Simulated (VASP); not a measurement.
Input of a VASP 6.6.1 run:

INCAR

```
ALGO     = Normal         # electronic algorithm
EDIFF    = 1E-7           # SCF threshold, eV
ENCUT    = 520            # plane-wave cutoff, eV
GGA      = PE             # functional
ISIF     = 2              # what is computed and relaxed
ISMEAR   = 0              # smearing method
IVDW     = 12             # dispersion correction
LASPH    = True           # aspherical terms in the spheres
LCHARG   = False          # write CHGCAR
LREAL    = False          # projectors in reciprocal space
LWAVE    = False          # write WAVECAR
NBANDS   = 48             # bands
NELM     = 60             # most SCF steps
PREC     = Accurate       # precision mode
SIGMA    = 0.01           # smearing width, eV
```

The input KPOINTS:

```
k-points
0
Gamma
  12 12 2
```

The input POSCAR:

```
InSe
1.0
    3.9340303387      0.0000000000      0.0000000000
   -1.9670151693      3.4069702125      0.0000000000
    0.0000000000      0.0000000000     15.9167931475
In Se
4 4
Direct
    0.0000000000      0.0000000000      0.5859536748
    0.0000000000      0.0000000000      0.4140463252
    0.3333333333      0.6666666667      0.9140249682
    0.3333333333      0.6666666667      0.0859750318
    0.6666666667      0.3333333333      0.8315518890
    0.6666666667      0.3333333333      0.1684481110
    0.3333333333      0.6666666667      0.6681192855
    0.3333333333      0.6666666667      0.3318807145
```

Potentials or basis: VASP PAW PBE potentials, release 64 (In_d, Se).

The run is started by

```sh
$ cat potpaw_PBE.64/In_d/POTCAR potpaw_PBE.64/Se/POTCAR > POTCAR
$ mpirun -np 1 vasp_std > vasp.out
```

Problem. Predict the band gap on the k mesh.

Solution. 0.48 eV, indirect (least direct gap 0.49 eV).

Problem. Predict the largest force.

Solution. 0.016 eV/Å.

Problem. Estimate the dispersion energy per atom.

Solution. -0.333 eV.

Problem. Estimate the pressure.

Solution. 3.6 GPa.

Forces on the atoms (eV/Å):
```
In   0.000  0.000 -0.015
In   0.000  0.000  0.015
In   0.000  0.000  0.015
In   0.000  0.000 -0.015
Se   0.000  0.000 -0.016
Se   0.000  0.000  0.016
Se   0.000  0.000  0.016
Se   0.000  0.000 -0.016
```

Caveat: spin-orbit coupling is left out, which moves the levels of the heavy elements. A k mesh can miss the band edges.
